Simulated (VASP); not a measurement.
Input of a VASP 6.6.1 run:

File POSCAR:

```
MgO
1.0
    0.0000000000      2.1021674168      2.1021674168
    2.1021674168      0.0000000000      2.1021674168
    2.1021674168      2.1021674168      0.0000000000
Mg O
1 1
Direct
    0.0000000000      0.0000000000      0.0000000000
    0.5000000000      0.5000000000      0.5000000000
```

Contents of INCAR.step1:

```
PREC = Accurate
ENCUT = 520
EDIFF = 1E-5
ISMEAR = 0
SIGMA = 0.01
LREAL = False
LASPH = True
NELM = 80
ALGO = Normal
ISIF = 2
LWAVE = True
LCHARG = False
NBANDS = 11
GGA = PE
```

File INCAR.step2:

```
PREC = Accurate
ENCUT = 520
EDIFF = 1E-6
ISMEAR = 0
SIGMA = 0.01
LREAL = False
LASPH = True
NELM = 80
ALGO = Normal
ISIF = 2
LWAVE = False
LCHARG = False
GGA = PE
LHFCALC = True
HFSCREEN = 0.2079
PRECFOCK = Normal
NBANDS = 11
ISTART = 1
```

KPOINTS

```
regular mesh
0
Gamma
  8 8 8
```

Potentials or basis: VASP PAW PBE potentials, release 64 (Mg, O).

Run with:

```console
$ cat potpaw_PBE.64/Mg/POTCAR potpaw_PBE.64/O/POTCAR > POTCAR
$ cp INCAR.step1 INCAR
$ mpirun -np 1 vasp_std > vasp.out
$ cp INCAR.step2 INCAR
$ mpirun -np 1 vasp_std > vasp.out
```

(1) What does it give for the pressure?

(2) Predict the band gap on the k mesh.

## Answers

(1) -0.6 GPa.

(2) 6.50 eV, direct.

Caveat: the PAW data sets were made with another functional, which shifts forces and pressure a little.
